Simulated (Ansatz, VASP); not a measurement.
**One calculation of Zn4SnN, two programs**

```
Zn Sn N
1.0
     3.63646    0.00000    0.00000
     0.00000    3.63646    0.00000
     0.00000    0.00000    7.89407
Zn Sn N
4 1 1
Direct
  0.50000 0.00000 0.67976
  0.00000 0.50000 0.32024
  0.50000 0.00000 0.32024
  0.00000 0.50000 0.67976
  0.00000 0.00000 0.00000
  0.50000 0.50000 0.50000
```

Change from the starting cell: species swapped into the KLaF4 type (P4/mmm, No. 123).

Alike in both runs: functional PBE; k mesh 10 × 10 × 6; occupations gaussian, width 0.1 eV; no spin polarisation.

Ansatz relaxed the structure, and its values are those at the end. VASP's run is a single point on that final structure, the one shown.

```csv
,VASP,Ansatz
version,VASP 6.6.1,Ansatz 0.2.0
potentials or method,"VASP PAW PBE potentials, release 64 (Zn, Sn_d, N), cutoff 520 eV","scalar-relativistic, plane waves, PAW"
valence electrons in the cell,67,67
```

VASP gave:

* gap on the k mesh at the Fermi level (eV): none
* pressure (GPa): 0.2
* rms of the force components (eV/Å): 0.010

Q: What did Ansatz give for the same quantities?

A: gap on the k mesh at the Fermi level (eV): none; pressure (GPa): 0.0; rms of the force components (eV/Å): 0.000.

A gap of «none» marks a metal or a gap that the smearing closes. The functional is the same, so the differences come from potentials, cutoffs and numerics.
